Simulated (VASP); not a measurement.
# Na3SrO4 in VASP: notebook, part 2 of 2

VASP 6.6.1. Earlier steps stand in the parts before.

## Step 3: Single point, PBE

The input, INCAR:

```
PREC = Accurate
ENCUT = 520
EDIFF = 1E-7
ISMEAR = 0
SIGMA = 0.1
LREAL = Auto
LASPH = T
NELM = 60
ALGO = Normal
ISIF = 2
LWAVE = F
LCHARG = F
GGA = PE
NBANDS = 69
```

The input, KPOINTS:

```
Automatic mesh
0
Gamma
  2 3 3
```

The input, POSCAR:

```
Na3SrO4
1.0
    7.1525660000     -0.1036370000     -0.0992380000
    0.1371170000      5.4333870000     -0.2517220000
   -0.4219710000     -0.5381000000      6.1125030000
Sr Na O
2 6 8
Direct
    0.1554930371      0.8475025098      0.1039626230
    0.8362182094      0.4692177385      0.1588987441
    0.2101092545      0.6447335994      0.5409571911
    0.5760972344      0.9480398043      0.1515409012
    0.4290625162      0.3804229950      0.1705790808
    0.1254351637      0.3226793494      0.8242725486
    0.7073065105      0.8255456805      0.5741907519
    0.4540579046      0.1950737843      0.5928157682
    0.4568591651      0.8174666815      0.7762782510
    0.3717739320      0.0981108038      0.9355388045
    0.9099644594      0.0080845196      0.2926655585
    0.7500088374      0.1099189459      0.9052694770
    0.8080909985      0.8526886317      0.9233343235
    0.9527294276      0.0961974781      0.5825907954
    0.0750088476      0.9194618347      0.7122398958
    0.1279669492      0.3084729310      0.2321105785
```

Potentials or basis: VASP PAW PBE potentials, release 64 (Sr_sv, Na_pv, O).

On the command line:

```sh
cat potpaw_PBE.64/Sr_sv/POTCAR potpaw_PBE.64/Na_pv/POTCAR potpaw_PBE.64/O/POTCAR > POTCAR
mpirun -np 1 vasp_std > vasp.out
```

OUTCAR:

```text
PREC = Accurate
   ENCUT = 520
   EDIFF = 1E-7
   ISMEAR = 0
   LREAL = Auto
   LASPH = T
   NELM = 60
   ISIF = 2
   GGA = PE

 ion  position               nearest neighbor table
   1  0.155  0.848  0.104-  11 2.28  10 2.45  15 2.51  16 2.54  13 2.64   3 3.04   4 3.05   9 3.06
                             6 3.13  16 3.15   2 3.16   5 3.24   6 3.29  12 3.43   5 3.48  14 3.49
   2  0.836  0.469  0.159-  16 2.29  12 2.38  13 2.69  11 2.78   5 2.97  11 2.98   6 3.06   1 3.16
                             7 3.18   4 3.19   4 3.40   3 3.47  13 3.47   1 4.05
   3  0.210  0.645  0.541-  15 2.00   9 2.31   6 2.74   1 3.04   2 3.47   1 3.54
   4  0.576  0.948  0.152-  10 2.13  13 2.27  12 2.30   5 2.56   1 3.05   2 3.19   2 3.40
   5  0.429  0.380  0.171-  10 1.98  16 2.26   4 2.56   2 2.97   1 3.24   1 3.48
   6  0.125  0.323  0.824-  14 2.12  15 2.23  10 2.25   3 2.74   2 3.06   1 3.13   1 3.29
   7  0.707  0.826  0.574-  13 2.20   9 2.27  14 2.30   8 2.69   2 3.18
   8  0.454  0.195  0.593-  10 2.36   7 2.69   1 3.83
   9  0.457  0.817  0.776-  10 1.83   7 2.27   3 2.31   1 3.06
  10  0.372  0.098  0.936-   9 1.83   5 1.98   4 2.13   6 2.25   8 2.36   1 2.45
  11  0.910  0.008  0.293-  14 1.79   1 2.28   2 2.78   2 2.98
  12  0.750  0.110  0.905-  13 1.47   4 2.30   2 2.38   1 3.43
  13  0.808  0.853  0.923-  12 1.47   7 2.20   4 2.27   1 2.64   2 2.69   2 3.47
  14  0.953  0.096  0.583-  15 1.55  11 1.79   6 2.12   7 2.30   1 3.49
  15  0.075  0.919  0.712-  14 1.55   3 2.00   6 2.23   1 2.51
  16  0.128  0.308  0.232-   5 2.26   2 2.29   1 2.54   1 3.15

  LATTYP: Found a triclinic cell.
 ALAT       =     6.1506344437
 B/A-ratio  =     0.8846148997
 C/A-ratio  =     1.1631328737
 COS(alpha) =     0.0113712051
 COS(beta)  =     0.0811105785
 COS(gamma) =     0.1350719429

  Lattice vectors:

 A1 = (   0.4219710000,   0.5381000000,  -6.1125030000)
 A2 = (   0.1371170000,   5.4333870000,  -0.2517220000)
 A3 = (   7.1525660000,  -0.1036370000,  -0.0992380000)

Analysis of symmetry for initial positions (statically):
=====================================================================
[... 163 lines left out ...]
   LHFCALC =     F    Hartree Fock is set to
   AEXX    =    0.0000 exact exchange contribution
   IVDW    =     0    specifies the selected vdW correction
   LEPSILON=     F    determine dielectric tensor
   LRPA    =     F    only Hartree local field effects (RPA)
 non-spin polarized calculation
 Gauss-broadening in eV      SIGMA  =   0.10
  energy-cutoff  :      520.00
  volume of cell :      236.43
 maximum number of plane-waves:      6378
 NGX is ok and might be reduce to    54
   NGX = 27   NGY = 21   NGZ = 23

 number of electron     110.0000003 magnetization

 Free energy of the ion-electron system (eV)
  ---------------------------------------------------
  ext. energy  EPLUGINS =         0.00000000
  ---------------------------------------------------
  free energy    TOTEN  =       -59.63858209 eV

  energy without entropy =      -59.63801724  energy(sigma->0) =      -59.63829966

 E-fermi :   2.9471     XC(G=0):  -9.2141

 val. band max:        2.7688961747   @ k =   0.5000  -0.3333   0.3333
 cond. band min:       3.1500747837   @ k =   0.0000  -0.3333   0.3333
 fundamental gap:      0.3811786090
 Fermi energy:         2.9471456434

 k-point     1 :       0.0000    0.0000    0.0000
  band No.  band energies     occupation
      1     -32.4903      2.00000
      2     -32.1255      2.00000
      3     -22.0343      2.00000
      4     -21.9213      2.00000
      5     -21.8836      2.00000
      6     -21.8299      2.00000
[... 689 lines left out ...]
     66       7.0976      0.00000
     67       7.4336      0.00000
 [bands above 67 left out]

------------------------ aborting loop because EDIFF is reached ----------------------------------------

  FORCE on cell =-STRESS in cart. coord.  units (eV):
  Direction    XX          YY          ZZ          XY          YZ          ZX
  --------------------------------------------------------------------------------------
  -------------------------------------------------------------------------------------
  Total       22.7543283      1.5325542     10.5279541      3.6931916      5.2717582     -4.0168061
  in kB      154.1923903     10.3851973     71.3416096     25.0265369     35.7235328    -27.2194775
  external PRESSURE =      78.6397324 kB  Pullay stress =       0.0000000 kB

 VOLUME and BASIS-vectors are now :
 -----------------------------------------------------------------------------
  energy-cutoff  :      520.00
  volume of cell :      236.43
      direct lattice vectors                 reciprocal lattice vectors
     7.152566000 -0.103637000 -0.099238000     0.139895323 -0.003095603  0.009385030
     0.137117000  5.433387000 -0.251722000     0.002905160  0.184736677  0.016463419
    -0.421971000 -0.538100000  6.112503000     0.002390874  0.007557474  0.164429458

 POSITION                                       TOTAL-FORCE (eV/Angst)
 -----------------------------------------------------------------------------------
      1.18451      4.53275      0.40671         0.037109      2.410720     -1.194323
      5.97839      2.37727      0.77017         0.221522     -1.158666     -0.174755
      1.36296      3.19022      3.12346         0.902148     -0.719544     -0.656524
      4.18662      5.00982      0.63048         1.160275     -0.489852     -0.619473
      3.04908      1.93073      0.90432        -0.355039      1.062864      0.536468
      0.59361      1.29670      4.94470        -0.042641     -0.600815      0.319103
[... 8 lines left out ...]
      0.36204      4.60476      4.11468        -1.336031      1.765249     -2.185587
      0.85964      1.53789      1.32843         1.453998      2.562718     -0.409633
 -----------------------------------------------------------------------------------
    total drift:                               -0.001024      0.000980      0.003771

  FREE ENERGIE OF THE ION-ELECTRON SYSTEM (eV)
  ---------------------------------------------------
  free  energy   TOTEN  =       -59.6385820886 eV

  energy  without entropy=      -59.6380172385  energy(sigma->0) =      -59.63829966
```

stdout:

```text
POSCAR found type information on POSCAR SrNaO
 POSCAR found :  3 types and      16 ions
 scaLAPACK will be used
 LDA part: xc-table for (Slater+PW92), standard interpolation
 POSCAR, INCAR and KPOINTS ok, starting setup
 FFT: planning ... GRIDC
 FFT: planning ... GRID_SOFT
 FFT: planning ... GRID
 WAVECAR not read
 entering main loop
```

Wall time 12 min (1 thread of Intel Xeon 8259CL, shared host); peak memory 0.37 GiB.

What came out:

| Property | Result |
| --- | --- |
| Free energy | -59.6386 eV |
| Pressure | 7.9 GPa |
| Largest force | 3.251 eV/Å |
| Band gap on the k mesh | 0.38 eV (least direct gap 0.39 eV) |

Forces on the atoms (eV/Å):
```
Sr   0.037  2.411 -1.194
Sr   0.222 -1.159 -0.175
Na   0.902 -0.720 -0.657
Na   1.160 -0.490 -0.619
Na  -0.355  1.063  0.536
Na  -0.043 -0.601  0.319
Na   0.464 -0.032  0.712
Na   0.105 -0.241  1.092
O   -1.792  0.208  0.321
O    0.151 -1.470 -1.230
O   -1.760 -1.788  2.067
O    0.594  0.124 -0.028
O    0.099 -0.194  1.429
O    0.098 -1.438  0.022
O   -1.336  1.765 -2.186
O    1.454  2.563 -0.410
```

Caveat: the k points lie up to 0.44 Å⁻¹ apart; semilocal functionals underestimate gaps, and a narrow one can read as zero.

## Step 4: Single point, PBE

The input, INCAR:

```
PREC = Accurate
ENCUT = 520
EDIFF = 1E-6
ISMEAR = 0
SIGMA = 0.1
LREAL = Auto
LASPH = True
NELM = 60
ALGO = Normal
ISIF = 2
LWAVE = False
LCHARG = True
GGA = PE
LELF = True
LVHAR = True
NBANDS = 69
```

The input, KPOINTS:

```
regular mesh
0
Gamma
  2 3 3
```

The input, POSCAR:

```
Na3SrO4
1.0
    7.1525660000     -0.1036370000     -0.0992380000
    0.1371170000      5.4333870000     -0.2517220000
   -0.4219710000     -0.5381000000      6.1125030000
Sr Na O
2 6 8
Direct
    0.1533692452      0.8512559621      0.1032045155
    0.8392409539      0.4673350708      0.1554132755
    0.2005905266      0.6372725734      0.5370840275
    0.5763834189      0.9562243680      0.1523163012
    0.4353517811      0.3728112443      0.1696398729
    0.1292814687      0.3173650363      0.8216237106
    0.7019137853      0.8319857273      0.5785043593
    0.4587466888      0.1930376578      0.6011543764
    0.4375989117      0.8195939236      0.7743644891
    0.3773449646      0.0983892990      0.9446445606
    0.9065723682     -0.0275147217      0.3104691103
    0.7585029726      0.1059734438      0.9144522572
    0.7927887720      0.8594753392      0.9272549434
    0.9542208664      0.0897685461      0.5976039093
    0.0839674467      0.9254795431      0.6885678949
    0.1361979905      0.3401976142      0.2173371923
```

On the command line:

```sh
cat potpaw_PBE.64/Sr_sv/POTCAR potpaw_PBE.64/Na_pv/POTCAR potpaw_PBE.64/O/POTCAR > POTCAR
mpirun -np 1 vasp_std > vasp.out
```

It took 11 min on 1 thread of Intel Xeon 8259CL, shared host; peak memory 0.37 GiB.

It converged, with:

```yaml
Free_energy: -60.6963 eV
Pressure: 10.1 GPa
Largest_force: 3.276 eV/Å
Band_gap_on_the_k_mesh: 0.42 eV (least direct gap 0.56 eV)
```

Forces on the atoms (eV/Å):
```
Sr   0.079  2.160 -1.139
Sr  -0.118 -0.630  0.020
Na   1.102 -1.256 -0.975
Na   1.251 -0.966 -0.023
Na  -0.230  1.827  0.987
Na   0.289 -0.188  0.616
Na   0.339 -0.290  0.508
Na   0.044 -0.128  1.022
O   -0.970  0.278  0.571
O   -0.601 -1.842 -2.248
O   -1.282 -0.651  1.114
O   -0.017  2.342 -0.229
O    1.356 -2.727  1.207
O   -0.619 -0.960 -1.247
O   -1.130  1.445 -0.007
O    0.509  1.588 -0.174
```

Stress tensor (GPa, compression positive):
```
15.80 -0.19 -0.91
-0.19  5.68  3.19
-0.91  3.19  8.91
```

Levels at points of the mesh, in eV from the valence-band top:
| k point | band 53 | band 54 | band 55 | band 56 | band 57 | band 58 |
| --- | --- | --- | --- | --- | --- | --- |
| (0.00, 0.00, 0.00) | -0.99 | -0.71 | -0.40 | 0.52 | 0.71 | 1.69 |
| (0.50, 0.00, 0.00) | -0.71 | -0.45 | -0.33 | 0.42 | 0.73 | 1.06 |

Caveat: the k points lie up to 0.44 Å⁻¹ apart; semilocal functionals underestimate gaps, and a narrow one can read as zero.

## Step 5: Summary

```tsv
cell	gap on the mesh (eV)	pressure (GPa)	largest force (eV/Å)
as given, atomic positions A	0.05	7.5	4.41
as given, atomic positions B	0.38	7.9	3.25
as given, atomic positions C	0.42	10.1	3.28
```

Alike in all rows: task single point; level PBE; potentials or basis VASP PAW PBE potentials, release 64 (Sr_sv, Na_pv, O); no spin polarisation; k mesh 2 × 3 × 3; cutoff (eV) 520; smearing gaussian 0.1 eV.

Caveats: all runs use coarse meshes; semilocal functionals underestimate gaps, and a narrow one can read as zero.

Total energies depend on the potentials used, so only differences within one code and one set of settings carry meaning.
